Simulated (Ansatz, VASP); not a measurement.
# One calculation of C, two programs

```
C
1.0
     0.00000    1.71134    1.71134
     1.71134    0.00000    1.71134
     1.71134    1.71134    0.00000
C
2
Cartesian
  1.7113 1.7113 1.7113
  2.5670 2.5670 2.5670
```

Alike in both runs: task single point; functional PBE; k mesh 12 × 12 × 12; occupations gaussian, width 0.05 eV; no spin polarisation.

|  | VASP | Ansatz |
| --- | --- | --- |
| version | VASP 6.6.1 | Ansatz 0.2.0 |
| potentials or method | VASP PAW PBE potentials, release 64 (C), cutoff 520 eV | scalar-relativistic, plane waves, PAW |
| valence electrons in the cell | 8 | 8 |

VASP gave:

```
gap on the k mesh at the Fermi level (eV) : 4.44
least direct gap on the mesh (eV)         : 5.93
```

Problem. Which values does Ansatz return?

Solution. gap on the k mesh at the Fermi level (eV): 4.46; least direct gap on the mesh (eV): 5.94.

With one functional, cell and mesh, what is left measures potentials, basis and numerics.
